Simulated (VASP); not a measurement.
## BaF2: single point with PBE

The system is BaF2.

```
Ba F
1.0
     0.00000    3.10005    3.10005
     3.10005    0.00000    3.10005
     3.10005    3.10005    0.00000
Ba F
1 2
Direct
  0.00000 0.00000 0.00000
  0.75000 0.75000 0.75000
  0.25000 0.25000 0.25000
```

- Program: VASP 6.6.1
- Task: single point
- Functional: PBE
- Potentials or basis: VASP PAW PBE potentials, release 64 (Ba_sv, F)
- Cutoff: 600 eV
- k mesh: 8 × 8 × 8
- Occupations: gaussian, width 0.024 eV
- Spin: no spin polarisation
- Dipole correction: no
- Further INCAR settings: ALGO = Normal; EDIFF = 1e-06; NBANDS = 19

```yaml
Pressure: 2.3 GPa
Band_gap_on_the_k_mesh: 6.76 eV (least direct gap 6.84 eV)
```

Levels at points of the mesh, in eV from the valence-band top:
```csv
k point,band 9,band 10,band 11,band 12,band 13,band 14,band 15,band 16
"(0.00, 0.00, 0.00)",-1.49,-0.08,-0.08,-0.08,6.76,9.18,9.18,11.39
"(0.50, 0.00, 0.00)",-0.67,-0.35,-0.17,-0.17,9.10,9.17,9.17,9.79
"(0.50, 0.50, 0.00)",-0.36,-0.33,-0.33,-0.13,7.24,9.00,10.66,11.94
```

It took 52 s on 1 thread of Intel Xeon 8259CL, with other jobs on the host, peak memory 0.22 GiB.

Caveat: spin-orbit coupling is left out, which moves the levels of the heavy elements. A k mesh can miss the band edges.
